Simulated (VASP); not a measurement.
**KCl: single point with PBEsol**

The system is KCl.

```
K Cl
1.0
     3.70527    0.00000    0.00000
     0.00000    3.70527    0.00000
     0.00000    0.00000    3.70527
K Cl
1 1
Cartesian
  0.0000 0.0000 0.0000
  1.8526 1.8526 1.8526
```

This cell differs from its parent crystal: volume scaled by 1.06.

| Quantity | Value |
| --- | --- |
| Program | VASP 6.6.1 |
| Task | single point |
| Functional | PBEsol |
| Potentials or basis | VASP PAW PBE potentials, release 64 (K_sv, Cl) |
| Cutoff | 520 eV |
| k mesh | 7 × 7 × 7 |
| Occupations | fermi-dirac, width 0.01 eV |
| Spin | no spin polarisation |

```json
{
  "Pressure": "0.7 GPa",
  "Band gap on the k mesh": "5.10 eV, indirect (least direct gap 5.30 eV)"
}
```

Levels at points of the mesh, in eV from the valence-band top:
```
           k point  band 4  band 5  band 6  band 7  band 8  band 9  band 10  band 11  band 12  band 13
(0.00, 0.00, 0.00)  -11.12  -11.12   -0.20   -0.20   -0.20    5.10     6.34     6.34    10.93    10.93
```

Wall time 6 s on 1 thread of Intel(R) Xeon(R) 6975P-C (Granite Rapids), on a shared host, peak memory 0.15 GiB.

Caveat: the PAW data sets were made with another functional, which shifts forces and pressure a little. A k mesh can miss the band edges.
